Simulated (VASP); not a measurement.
Mg, 2 atoms in the cell. The structure is hexagonal, space group P6_3/mmc (No. 194). The conventional cell has a = 3.209 Å, b = 3.209 Å, c = 5.210 Å, α = 90.00°, β = 90.00°, γ = 120.00°. Mg (site symmetry -6m2) has 12 Mg at 3.20 to 3.21 Å within 4.2 Å. 

| Quantity | Value |
| --- | --- |
| Program | VASP 6.6.1 |
| Task | single point |
| Functional | LDA |
| Potentials or basis | VASP PAW LDA potentials, release 64 (Mg) |
| Cutoff | 520 eV |
| k mesh | 18 × 18 × 8 |
| Occupations | gaussian, width 0.05 eV |
| Spin | no spin polarisation |
| Dipole correction | no |
| Further INCAR settings | ALGO = Normal; EDIFF = 1e-07; NBANDS = 9 |

Potentials or basis: VASP PAW LDA potentials, release 64 (Mg).

Launch:

```bash
$ cat potpaw_LDA.64/Mg/POTCAR > POTCAR
$ mpirun -np 1 vasp_std > vasp.out
```

Hardware: 1 thread of Intel(R) Xeon(R) Platinum 8488C (Sapphire Rapids) (shared host).

Task: How long does it take, and how much memory?

Result: Run time: 19 s on 1 thread of Intel(R) Xeon(R) Platinum 8488C (Sapphire Rapids), on a shared host, peak memory 0.19 GiB. Counts: scf iterations 10, k points 185.
